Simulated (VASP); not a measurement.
A run of VASP 6.6.1 is set up as follows.

INCAR

```
SYSTEM = CaS
PREC = Accurate
ENCUT = 500
EDIFF = 1E-6
ISMEAR = 0
SIGMA = 0.05
LREAL = .FALSE.
LASPH = .TRUE.
NELM = 120
ALGO = Normal
ISIF = 2
LWAVE = .FALSE.
LCHARG = .FALSE.
GGA = CA
NBANDS = 15
GGA_COMPAT = .FALSE.
```

The input KPOINTS:

```
Automatic mesh
0
G
  6 6 6
  0 0 0
```

File POSCAR:

```
CaS
1.0
    0.0000000000      2.7823464210      2.7823464210
    2.7823464210      0.0000000000      2.7823464210
    2.7823464210      2.7823464210      0.0000000000
Ca S
1 1
Direct
    0.0000000000      0.0000000000      0.0000000000
    0.5000000000      0.5000000000      0.5000000000
```

Potentials or basis: VASP PAW LDA potentials, release 64 (Ca_sv, S).

Launch:

```sh
$ cat potpaw_LDA.64/Ca_sv/POTCAR potpaw_LDA.64/S/POTCAR > POTCAR
$ mpirun -np 1 vasp_std > vasp.out
```

Predict the pressure.

0.2 GPa.

Predict the band gap on the k mesh.

1.96 eV (least direct gap 2.83 eV).

A k mesh can miss the band edges.
